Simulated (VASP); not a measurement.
# Ti6H in VASP: notebook

Runs on Ti6H. Level: PBE. Tasks: single point.

Program: VASP 6.6.1. These are calculated values, not measurements. Logs are shortened: lines on timing, memory, paths and dates and some standing lists are left out, and cuts for length are marked.

## Step 1: The cell of the first run

The cell holds a slab with vacuum, 7 atoms: a = 2.832 Å, b = 4.580 Å, c = 23.551 Å, α = 90.00°, β = 90.00°, γ = 90.00°.

## Step 2: Single point, PBE

INCAR reads:

```
SYSTEM = Ti6H
ALGO = Normal ; DIPOL = 0.5 0.5 0.348
EDIFF = 1E-7 ; ENCUT = 520
GGA = PE ; IDIPOL = 3
ISIF = 2 ; ISMEAR = 0
LASPH = .TRUE. ; LCHARG = .FALSE.
LDIPOL = .TRUE. ; LREAL = .FALSE.
LWAVE = .FALSE. ; NBANDS = 46
NELM = 80 ; PREC = Accurate
SIGMA = 0.1
```

KPOINTS reads:

```
k-points
0
G
  9 6 1
  0 0 0
```

POSCAR reads:

```
Ti6H
1.0
    2.8321726458      0.0000000000      0.0000000000
    0.0000000000      4.5795363026      0.0000000000
    0.0000000000      0.0000000000     23.5510893874
Ti H
6 1
Direct
    0.5000000000      0.0000000000      0.1698435233
    0.0000000000      0.5000000000      0.2259767339
    0.5000000000      0.0000000000      0.2821099444
    0.5000000000      0.5000000000      0.3394934593
    0.0000000000      0.0000000000      0.3940191404
    0.5000000000      0.5000000000      0.4480085492
    1.0000000000      1.0000000000      0.5741173652
```

Potentials or basis: VASP PAW PBE potentials, release 64 (Ti_sv, H).

Started as:

```console
cat potpaw_PBE.64/Ti_sv/POTCAR potpaw_PBE.64/H/POTCAR > POTCAR
mpirun -np 1 vasp_std > vasp.out
```

OUTCAR:

```text
SYSTEM = Ti6H
   EDIFF = 1E-7
   ENCUT = 520
   GGA = PE
   ISIF = 2
   ISMEAR = 0
   LASPH = .TRUE.
   LREAL = .FALSE.
   NELM = 80
   PREC = Accurate

 ion  position               nearest neighbor table
   1  0.500  0.000  0.170-   3 2.64
   2  0.000  0.500  0.226-
   3  0.500  0.000  0.282-   1 2.64   4 2.66   4 2.66
   4  0.500  0.500  0.339-   6 2.56   3 2.66   3 2.66
   5  0.000  0.000  0.394-
   6  0.500  0.500  0.448-   4 2.56
   7  0.000  0.000  0.574-

  LATTYP: Found a simple orthorhombic cell.
 ALAT       =     2.8321726458
 B/A-ratio  =     1.6169693290
 C/A-ratio  =     8.3155556997

  Lattice vectors:

 A1 = (   2.8321726458,   0.0000000000,   0.0000000000)
 A2 = (   0.0000000000,   4.5795363026,   0.0000000000)
 A3 = (   0.0000000000,   0.0000000000,  23.5510893874)

Analysis of symmetry for initial positions (statically):
=====================================================================
 Subroutine PRICEL returns:
 Original cell was already a primitive cell.

 Routine SETGRP: Setting up the symmetry group for a
 simple orthorhombic supercell.

 Subroutine GETGRP returns: Found  4 space group operations
 (whereof  4 operations were pure point group operations)
 out of a pool of  8 trial point group operations.

The static configuration has the point symmetry C_2v.

Analysis of symmetry for dynamics (positions and initial velocities):
=====================================================================
 Subroutine PRICEL returns:
 Original cell was already a primitive cell.

 Routine SETGRP: Setting up the symmetry group for a
 simple orthorhombic supercell.

 Subroutine GETGRP returns: Found  4 space group operations
 (whereof  4 operations were pure point group operations)
 out of a pool of  8 trial point group operations.

The dynamic configuration has the point symmetry C_2v.

 Subroutine INISYM returns: Found  4 space group operations
 (whereof  4 operations are pure point group operations),
 and found     1 'primitive' translations

----------------------------------------------------------------------------------------

                                     Primitive cell

  volume of cell :     305.4585

  direct lattice vectors                    reciprocal lattice vectors
     2.832172646  0.000000000  0.000000000     0.353085820  0.000000000  0.000000000
     0.000000000  4.579536303  0.000000000     0.000000000  0.218362719  0.000000000
     0.000000000  0.000000000 23.551089387     0.000000000  0.000000000  0.042460881

  length of vectors
     2.832172646  4.579536303 23.551089387     0.353085820  0.218362719  0.042460881

  position of ions in fractional coordinates (direct lattice)
     0.500000000  0.000000000  0.169843523
     0.000000000  0.500000000  0.225976734
     0.500000000  0.000000000  0.282109944
     0.500000000  0.500000000  0.339493459
     0.000000000  0.000000000  0.394019140
     0.500000000  0.500000000  0.448008549
     0.000000000  0.000000000  0.574117365

  ion indices of the primitive-cell ions
   primitive index   ion index
                 1           1
                 2           2
                 3           3
                 4           4
                 5           5
                 6           6
                 7           7

----------------------------------------------------------------------------------------

 KPOINTS: k-points

Automatic generation of k-mesh.
 Grid dimensions read from file:
 generate k-points for:    9    6    1

 Generating k-lattice:

  Cartesian coordinates                     Fractional coordinates (reciprocal lattice)
     0.039231758  0.000000000  0.000000000     0.111111111  0.000000000  0.000000000
     0.000000000  0.036393787  0.000000000     0.000000000  0.166666667  0.000000000
     0.000000000  0.000000000  0.042460881     0.000000000  0.000000000  1.000000000

  Length of vectors
     0.039231758  0.036393787  0.042460881

  Shift w.r.t. Gamma in fractional coordinates (k-lattice)
     0.000000000  0.000000000  0.000000000

 Subroutine IBZKPT returns following result:
 ===========================================

 Found     20 irreducible k-points:

 Following reciprocal coordinates:
            Coordinates               Weight
  0.000000  0.000000  0.000000      1.000000
  0.111111  0.000000  0.000000      2.000000
  0.222222  0.000000  0.000000      2.000000
  0.333333  0.000000  0.000000      2.000000
  0.444444  0.000000  0.000000      2.000000
  0.000000  0.166667  0.000000      2.000000
[... 12 lines left out ...]
  0.333333  0.500000  0.000000      2.000000
  0.444444  0.500000  0.000000      2.000000
   k-points           NKPTS =     20   k-points in BZ     NKDIM =     20   number of bands    NBANDS=     46
   number of dos      NEDOS =    301   number of ions     NIONS =      7
   total plane-waves  NPLWV = 155520
   dimension x,y,z NGX =    24 NGY =   36 NGZ =  180
   dimension x,y,z NGXF=    48 NGYF=   72 NGZF=  360
   ions per type =               6   1
   NGX,Y,Z   is equivalent  to a cutoff of  14.09, 13.07, 12.71 a.u.
   NGXF,Y,Z  is equivalent  to a cutoff of  28.18, 26.14, 25.41 a.u.
 SYSTEM =  Ti6H
   PREC   = accura    normal or accurate (medium, high low for compatibility)
   ISTART =      0    job   : 0-new  1-cont  2-samecut
   ICHARG =      2    charge: 1-file 2-atom 10-const
   ISPIN  =      1    spin polarized calculation?
   LNONCOLLINEAR =      F non collinear calculations
   LSORBIT =      F    spin-orbit coupling
   LASPH  =      T    aspherical Exc in radial PAW
   ENCUT  =  520.0 eV  38.22 Ry    6.18 a.u.   5.27  8.51 43.79*2*pi/ulx,y,z
   NELM   =     80;   NELMIN=  2; NELMDL= -5     # of ELM steps
   EDIFF  = 0.1E-06   stopping-criterion for ELM
   LREAL  =      F    real-space projection
   EDIFFG = 0.1E-05   stopping-criterion for IOM
   NSW    =      0    number of steps for IOM
   IBRION =     -1    ionic relax: 0-MD 1-quasi-New 2-CG
   NFREE  =      0    steps in history (QN), initial steepest desc. (CG)
   ISIF   =      2    stress and relaxation
   ISYM   =      2    0-nonsym 1-usesym 2-fastsym
   POTIM  = 0.5000    time-step for ionic-motion
   TEBEG  =    0.0;   TEEND  =   0.0 temperature during run
   PSTRESS=    0.0 pullay stress
   NELECT =      73.0000    total number of electrons
   NUPDOWN=      -1.0000    fix difference up-down
   EMIN   =  10.00;   EMAX   =-10.00  energy-range for DOS
   EFERMI =   0.00;   METHOD = LEGACY
   ISMEAR =     0;   SIGMA  =   0.10  broadening in eV -4-tet -1-fermi 0-gaus
   EFERMI_NEDOS =   21; number of points for ismear=-14 and -15
   IALGO  =     38    algorithm
   IMIX   =      4    mixing-type and parameters
     AMIX     =   0.40;   BMIX     =  1.00
     AMIX_MAG =   1.60;   BMIX_MAG =  1.00
  volume/ion in A,a.u.               =      43.64       294.48
  Fermi-wavevector in a.u.,A,eV,Ry     =   1.015933  1.919835 14.042842  1.032120
  Thomas-Fermi vector in A             =   2.149247
   LORBIT       =      0    0 simple, 1 ext, 2 COOP (PROOUT), +10 PAW based schemes
   GGA     = PE    functional components
   LHFCALC =     F    Hartree Fock is set to
   AEXX    =    0.0000 exact exchange contribution
   IVDW    =     0    specifies the selected vdW correction
   LEPSILON=     F    determine dielectric tensor
   LRPA    =     F    only Hartree local field effects (RPA)
 non-spin polarized calculation
 Gauss-broadening in eV      SIGMA  =   0.10
  energy-cutoff  :      520.00
  volume of cell :      305.46
 maximum number of plane-waves:      8274
 NGX is ok and might be reduce to    24
   NGX = 11   NGY = 17   NGZ = 87

 dipolmoment           0.000000      0.000000     -0.030780 electrons x Angstroem

 number of electron      73.0000008 magnetization

 dipolmoment           0.000000      0.000000      0.210023 electrons x Angstroem

 Free energy of the ion-electron system (eV)
  ---------------------------------------------------
  ext. energy  EPLUGINS =         0.00000000
  ---------------------------------------------------
  free energy    TOTEN  =       -44.51943546 eV

  energy without entropy =      -44.47091341  energy(sigma->0) =      -44.49517443

 E-fermi :  -0.1701     XC(G=0):  -5.1977

 val. band max:       -0.1740985469   @ k =   0.0000   0.1667   0.0000
 cond. band min:      -0.1664333957   @ k =   0.0000   0.3333   0.0000
 fundamental gap:      0.0076651512
 Fermi energy:        -0.1701499719

 k-point     1 :       0.0000    0.0000    0.0000
  band No.  band energies     occupation
      1     -57.1510      2.00000
      2     -57.1338      2.00000
      3     -57.0245      2.00000
      4     -56.9633      2.00000
      5     -56.7756      2.00000
      6     -56.6595      2.00000
[... 38 lines left out ...]
     45       1.1447      0.00000
     46       1.3648      0.00000

 k-point     2 :       0.1111    0.0000    0.0000
  band No.  band energies     occupation
      1     -57.1439      2.00000
      2     -57.1267      2.00000
      3     -57.0187      2.00000
      4     -56.9574      2.00000
      5     -56.7699      2.00000
      6     -56.6535      2.00000
[... 38 lines left out ...]
     45       0.9125      0.00000
     46       1.1868      0.00000

 k-point     3 :       0.2222    0.0000    0.0000
  band No.  band energies     occupation
      1     -57.1260      2.00000
      2     -57.1088      2.00000
      3     -57.0040      2.00000
      4     -56.9423      2.00000
      5     -56.7554      2.00000
      6     -56.6380      2.00000
[... 38 lines left out ...]
     45       1.1350      0.00000
     46       1.2914      0.00000

 k-point     4 :       0.3333    0.0000    0.0000
  band No.  band energies     occupation
      1     -57.1054      2.00000
      2     -57.0883      2.00000
      3     -56.9873      2.00000
      4     -56.9250      2.00000
      5     -56.7389      2.00000
      6     -56.6203      2.00000
[... 724 lines left out ...]
     45       0.4981      0.00000
     46       1.0192      0.00000

 k-point    19 :       0.3333    0.5000    0.0000
  band No.  band energies     occupation
      1     -57.1034      2.00000
      2     -57.0865      2.00000
      3     -56.9885      2.00000
      4     -56.9258      2.00000
      5     -56.7066      2.00000
      6     -56.6547      2.00000
[... 38 lines left out ...]
     45       0.7456      0.00000
     46       1.2075      0.00000

 k-point    20 :       0.4444    0.5000    0.0000
  band No.  band energies     occupation
      1     -57.0915      2.00000
      2     -57.0745      2.00000
      3     -56.9765      2.00000
      4     -56.9138      2.00000
      5     -56.6948      2.00000
      6     -56.6428      2.00000
[... 38 lines left out ...]
     45       1.0466      0.00000
     46       1.1678      0.00000

------------------------ aborting loop because EDIFF is reached ----------------------------------------

 vacuum level on the upper side and lower side of the slab       (xc-potential included)         1.300        -1.572

  FORCE on cell =-STRESS in cart. coord.  units (eV):
  Direction    XX          YY          ZZ          XY          YZ          ZX
  --------------------------------------------------------------------------------------
  -------------------------------------------------------------------------------------
  Total       -3.8044822     -6.4985944     -2.5762955      0.0000000      0.0000000      0.0000000
  in kB      -19.9550997    -34.0861368    -13.5130702      0.0000000      0.0000000      0.0000000
  external PRESSURE =     -22.5181022 kB  Pullay stress =       0.0000000 kB

 VOLUME and BASIS-vectors are now :
 -----------------------------------------------------------------------------
  energy-cutoff  :      520.00
  volume of cell :      305.46
      direct lattice vectors                 reciprocal lattice vectors
     2.832172646  0.000000000  0.000000000     0.353085820  0.000000000  0.000000000
     0.000000000  4.579536303  0.000000000     0.000000000  0.218362719  0.000000000
     0.000000000  0.000000000 23.551089387     0.000000000  0.000000000  0.042460881

 POSITION                                       TOTAL-FORCE (eV/Angst)
 -----------------------------------------------------------------------------------
      1.41609      0.00000      4.00000         0.000000      0.000000      0.398350
      0.00000      2.28977      5.32200         0.000000      0.000000     -0.017094
      1.41609      0.00000      6.64400         0.000000      0.000000     -0.377474
      1.41609      2.28977      7.99544         0.000000      0.000000      0.020528
      0.00000      0.00000      9.27958         0.000000      0.000000     -0.109750
      1.41609      2.28977     10.55109         0.000000      0.000000      0.621183
      0.00000      0.00000     13.52109         0.000000      0.000000     -0.535743
 -----------------------------------------------------------------------------------
    total drift:                                0.000000      0.000000      0.001864

  FREE ENERGIE OF THE ION-ELECTRON SYSTEM (eV)
  ---------------------------------------------------
  free  energy   TOTEN  =       -44.5194354570 eV

  energy  without entropy=      -44.4709134128  energy(sigma->0) =      -44.49517443

 vacuum level on the upper side and lower side of the slab         6.029         3.090
```

Wall time 9 min (1 thread of Intel Xeon Platinum 8488C (Sapphire Rapids), shared host); peak memory 0.48 GiB.

What came out:

```
Free energy            : -44.5194 eV
Largest force          : 0.621 eV/Å
Band gap on the k mesh : zero (an odd number of electrons rules out a gap without spin polarisation)
```

Forces in eV/Å, atoms in the order of the input:
```
Ti   0.000  0.000  0.398
Ti   0.000  0.000 -0.017
Ti   0.000  0.000 -0.377
Ti   0.000  0.000  0.021
Ti   0.000  0.000 -0.110
Ti   0.000  0.000  0.621
H    0.000  0.000 -0.536
```

Levels at points of the mesh, in eV from the Fermi level:
| k point | band 34 | band 35 | band 36 | band 37 | band 38 | band 39 | band 40 | band 41 |
| --- | --- | --- | --- | --- | --- | --- | --- | --- |
| (0.00, 0.00, 0.00) | -0.64 | -0.59 | -0.16 | -0.01 | 0.07 | 0.22 | 0.34 | 0.56 |
| (0.00, 0.50, 0.00) | -0.46 | -0.28 | -0.25 | -0.11 | 0.24 | 0.32 | 0.39 | 0.45 |

(Part 1 of 2 ends here.)
